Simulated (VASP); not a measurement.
# Ca3Zn3Pd2 (R32) in VASP: single point with PBE

Aim: the single point of Ca3Zn3Pd2 with PBE.

Program: VASP 6.6.1. These are calculated values, not measurements. Logs are shortened: lines on timing, memory, paths and dates and some standing lists are left out, and cuts for length are marked.

## (1) The cell of the first run

Symmetry: R32, No. 155, trigonal system. The conventional cell has a = 7.544 Å, b = 7.544 Å, c = 11.741 Å, α = 90.00°, β = 90.00°, γ = 120.00°. Ca (site symmetry 2) has 4 Pd at 3.10 to 3.27 Å and 6 Zn at 3.18 to 3.19 Å and 2 Ca at 3.91 Å within 4.1 Å. Within 3.3 Å of Zn (site symmetry 2) lie 2 Pd at 2.52 Å and 6 Ca at 3.18 to 3.19 Å. Within 3.3 Å of Pd (site symmetry 3) lie 3 Zn at 2.52 Å and 6 Ca at 3.10 to 3.27 Å.

## (2) Single point, PBE

File INCAR:

```
ALGO = Fast
EDIFF = 1E-6
ENCUT = 520
GGA = PE
ISIF = 2
ISMEAR = 0
LASPH = T
LCHARG = F
LREAL = F
LWAVE = F
NBANDS = 53
NELM = 100
PREC = Accurate
SIGMA = 0.2
```

File KPOINTS:

```
k-points
0
Gamma
  3 3 3
```

File POSCAR:

```
Ca3Zn3Pd2
1.0
    3.7719035063      2.1777095069      3.9137356590
   -3.7719035063      2.1777095069      3.9137356590
    0.0000000000     -4.3554190073      3.9137356626
Ca Zn Pd
3 3 2
Direct
    0.3315172580      0.0000000000      0.6684827420
    0.6684827420      0.3315172580      0.0000000000
    0.0000000000      0.6684827420      0.3315172580
    0.1682572431      0.5000000000      0.8317427569
    0.8317427569      0.1682572431      0.5000000000
    0.5000000000      0.8317427569      0.1682572431
    0.8438526566      0.8438526566      0.8438526566
    0.1561473434      0.1561473434      0.1561473434
```

Potentials or basis: VASP PAW PBE potentials, release 64 (Ca_sv, Zn, Pd).

The run is started by

```console
$ cat potpaw_PBE.64/Ca_sv/POTCAR potpaw_PBE.64/Zn/POTCAR potpaw_PBE.64/Pd/POTCAR > POTCAR
$ mpirun -np 1 vasp_std > vasp.out
```

OUTCAR:

```text
EDIFF = 1E-6
   ENCUT = 520
   GGA = PE
   ISIF = 2
   ISMEAR = 0
   LASPH = T
   LREAL = F
   NELM = 100
   PREC = Accurate

 ion  position               nearest neighbor table
   1  0.332  0.000  0.668-   8 3.10   7 3.10   7 3.27   8 3.27
   2  0.668  0.332  0.000-   7 3.10   8 3.10   7 3.27   8 3.27
   3  0.000  0.668  0.332-   7 3.10   8 3.10   8 3.27   7 3.27
   4  0.168  0.500  0.832-   7 2.52   8 2.52
   5  0.832  0.168  0.500-   7 2.52   8 2.52
   6  0.500  0.832  0.168-   8 2.52   7 2.52
   7  0.844  0.844  0.844-   4 2.52   5 2.52   6 2.52   2 3.10   3 3.10   1 3.10   1 3.27   3 3.27
                             2 3.27
   8  0.156  0.156  0.156-   6 2.52   5 2.52   4 2.52   2 3.10   1 3.10   3 3.10   3 3.27   1 3.27
                             2 3.27

  LATTYP: Found a trigonal (rhomboedric) cell.
 ALAT       =     5.8555103591
 COS(alpha) =     0.1701078886

  Lattice vectors:

 A1 = (   3.7719035063,   2.1777095069,   3.9137356590)
 A2 = (  -3.7719035063,   2.1777095069,   3.9137356590)
 A3 = (   0.0000000000,  -4.3554190073,   3.9137356626)

Analysis of symmetry for initial positions (statically):
=====================================================================
 Subroutine PRICEL returns:
 Original cell was already a primitive cell.

 Routine SETGRP: Setting up the symmetry group for a
 trigonal (rhombohedral) supercell.

 Subroutine GETGRP returns: Found  6 space group operations
 (whereof  6 operations were pure point group operations)
 out of a pool of 12 trial point group operations.

The static configuration has the point symmetry D_3 .

Analysis of symmetry for dynamics (positions and initial velocities):
=====================================================================
 Subroutine PRICEL returns:
 Original cell was already a primitive cell.

 Routine SETGRP: Setting up the symmetry group for a
 trigonal (rhombohedral) supercell.

 Subroutine GETGRP returns: Found  6 space group operations
 (whereof  6 operations were pure point group operations)
 out of a pool of 12 trial point group operations.

The dynamic configuration has the point symmetry D_3 .

 Subroutine INISYM returns: Found  6 space group operations
 (whereof  6 operations are pure point group operations),
 and found     1 'primitive' translations

----------------------------------------------------------------------------------------
[... 91 lines left out ...]
   NFREE  =      0    steps in history (QN), initial steepest desc. (CG)
   ISIF   =      2    stress and relaxation
   ISYM   =      2    0-nonsym 1-usesym 2-fastsym
   POTIM  = 0.5000    time-step for ionic-motion
   TEBEG  =    0.0;   TEEND  =   0.0 temperature during run
   PSTRESS=    0.0 pullay stress
   NELECT =      86.0000    total number of electrons
   NUPDOWN=      -1.0000    fix difference up-down
   EMIN   =  10.00;   EMAX   =-10.00  energy-range for DOS
   EFERMI =   0.00;   METHOD = LEGACY
   ISMEAR =     0;   SIGMA  =   0.20  broadening in eV -4-tet -1-fermi 0-gaus
   EFERMI_NEDOS =   21; number of points for ismear=-14 and -15
   IALGO  =     68    algorithm
   IMIX   =      4    mixing-type and parameters
     AMIX     =   0.40;   BMIX     =  1.00
     AMIX_MAG =   1.60;   BMIX_MAG =  1.00
  volume/ion in A,a.u.               =      24.11       162.71
  Fermi-wavevector in a.u.,A,eV,Ry     =   1.250662  2.363408 21.281621  1.564155
  Thomas-Fermi vector in A             =   2.384646
   LORBIT       =      0    0 simple, 1 ext, 2 COOP (PROOUT), +10 PAW based schemes
   GGA     = PE    functional components
   LHFCALC =     F    Hartree Fock is set to
   AEXX    =    0.0000 exact exchange contribution
   IVDW    =     0    specifies the selected vdW correction
   LEPSILON=     F    determine dielectric tensor
   LRPA    =     F    only Hartree local field effects (RPA)
 non-spin polarized calculation
 RMM-DIIS sequential band-by-band and
 Gauss-broadening in eV      SIGMA  =   0.20
  energy-cutoff  :      520.00
  volume of cell :      192.89
 maximum number of plane-waves:      5218
 NGX is ok and might be reduce to    48
   NGX = 21   NGY = 21   NGZ = 21

 number of electron      85.9999992 magnetization

 Free energy of the ion-electron system (eV)
  ---------------------------------------------------
  ext. energy  EPLUGINS =         0.00000000
  ---------------------------------------------------
  free energy    TOTEN  =       -23.20523017 eV

  energy without entropy =      -23.16016444  energy(sigma->0) =      -23.18269730

 E-fermi :   3.3098     XC(G=0):  -9.5834

 val. band max:        3.0938146287   @ k =   0.3333   0.3333   0.0000
 cond. band min:       3.4563100481   @ k =  -0.3333   0.3333   0.3333
 fundamental gap:      0.3624954193
 Fermi energy:         3.3097884422

 k-point     1 :       0.0000    0.0000    0.0000
  band No.  band energies     occupation
      1     -37.9763      2.00000
      2     -37.9702      2.00000
      3     -37.9702      2.00000
      4     -19.0341      2.00000
      5     -19.0341      2.00000
      6     -19.0299      2.00000
[... 325 lines left out ...]
     52       6.5327      0.00000
     53       6.7876      0.00000

------------------------ aborting loop because EDIFF is reached ----------------------------------------

  FORCE on cell =-STRESS in cart. coord.  units (eV):
  Direction    XX          YY          ZZ          XY          YZ          ZX
  --------------------------------------------------------------------------------------
  -------------------------------------------------------------------------------------
  Total       -0.0567208     -0.0567208      0.2985561      0.0000000      0.0000000      0.0000000
  in kB       -0.4711393     -0.4711393      2.4798951      0.0000000      0.0000000      0.0000000
  external PRESSURE =       0.5125389 kB  Pullay stress =       0.0000000 kB

 VOLUME and BASIS-vectors are now :
 -----------------------------------------------------------------------------
  energy-cutoff  :      520.00
  volume of cell :      192.89
      direct lattice vectors                 reciprocal lattice vectors
     3.771903506  2.177709507  3.913735659     0.132559064  0.076533012  0.085170119
    -3.771903506  2.177709507  3.913735659    -0.132559064  0.076533012  0.085170119
     0.000000000 -4.355419007  3.913735663     0.000000000 -0.153066023  0.085170119

 POSITION                                       TOTAL-FORCE (eV/Angst)
 -----------------------------------------------------------------------------------
      1.25045     -2.18957      3.91374         0.003546      0.006141     -0.000000
      1.27100      2.17771      3.91374        -0.007091      0.000000      0.000000
     -2.52145      0.01186      3.91374         0.003546     -0.006141      0.000000
     -1.25130     -2.16732      5.87060         0.004139      0.007170     -0.000000
      2.50260      0.00000      5.87060        -0.008279      0.000000     -0.000000
     -1.25130      2.16732      5.87060         0.004139     -0.007170      0.000000
      0.00000      0.00000      9.90785        -0.000000     -0.000000     -0.013650
      0.00000      0.00000      1.83336        -0.000000      0.000000      0.013650
 -----------------------------------------------------------------------------------
    total drift:                               -0.000000     -0.000000      0.000000

  FREE ENERGIE OF THE ION-ELECTRON SYSTEM (eV)
  ---------------------------------------------------
  free  energy   TOTEN  =       -23.2052301705 eV

  energy  without entropy=      -23.1601644373  energy(sigma->0) =      -23.18269730
```

stdout:

```text
POSCAR found type information on POSCAR CaZnPd
 POSCAR found :  3 types and       8 ions
 scaLAPACK will be used
 LDA part: xc-table for (Slater+PW92), standard interpolation
 POSCAR, INCAR and KPOINTS ok, starting setup
 FFT: planning ... GRIDC
 FFT: planning ... GRID_SOFT
 FFT: planning ... GRID
 WAVECAR not read
 entering main loop
WARNING in EDDRMM: call to ZHEGV failed, returncode =   6  3     17
WARNING in EDDRMM: call to ZHEGV failed, returncode =   6  3     39
WARNING in EDDRMM: call to ZHEGV failed, returncode =   6  3     17
WARNING in EDDRMM: call to ZHEGV failed, returncode =   6  3      7
```

It took 2.8 min on 1 thread of Intel Xeon Platinum 8259CL at 2.50GHz (Skylake/Cascade Lake), shared host; peak memory 0.35 GiB.

What came out:

| Item | Value |
| --- | --- |
| Free energy | -23.2052 eV |
| Pressure | 0.1 GPa |
| Largest force | 0.014 eV/Å |
| Band gap on the k mesh | zero (band 43 reaches 3.53 eV, above the bottom of band 44 at 2.58 eV) |

Forces in eV/Å, atoms in the order of the input:
```
Ca   0.004  0.006  0.000
Ca  -0.007  0.000  0.000
Ca   0.004 -0.006  0.000
Zn   0.004  0.007  0.000
Zn  -0.008  0.000  0.000
Zn   0.004 -0.007  0.000
Pd   0.000  0.000 -0.014
Pd   0.000  0.000  0.014
```

Caveat: the k points lie up to 0.37 Å⁻¹ apart.
